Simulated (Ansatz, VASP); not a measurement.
**Si5F: VASP beside Ansatz**

```xyz
6
Lattice="4.3493 0.0000 0.0000 -2.1746 3.7666 0.0000 0.0000 0.0000 5.1367" Properties=species:S:1:pos:R:3 pbc="T T T"
Si    0.0000    2.5111    3.7996
Si    0.0000    2.5111    1.3371
Si    2.1746    1.2555    1.3371
Si    2.1746    1.2555    3.7996
Si    0.0000    0.0000    0.0000
F     0.0000    0.0000    2.5683
```

Alike in both runs: task relaxation of cell and atoms; functional PBE; k mesh 12 × 12 × 8; occupations gaussian, width 0.1 eV; no spin polarisation.

```csv
,VASP,Ansatz
version,VASP 6.6.1,Ansatz 0.2.0
potentials or method,"VASP PAW PBE potentials, release 64 (Si, F), cutoff 600 eV","scalar-relativistic, plane waves, PAW"
valence electrons in the cell,27,27
```

VASP gave:

* gap on the k mesh at the Fermi level, each at its own relaxed structure (eV): none
* relaxed volume (Å³/atom): 14.06
* relaxed length of the cell vector where the two differ most in proportion (Å): 5.152

Which values does Ansatz return?

gap on the k mesh at the Fermi level, each at its own relaxed structure (eV): none; relaxed volume (Å³/atom): 14.07; relaxed length of the cell vector where the two differ most in proportion (Å): 5.149.

A gap of «none» marks a metal or a gap that the smearing closes.
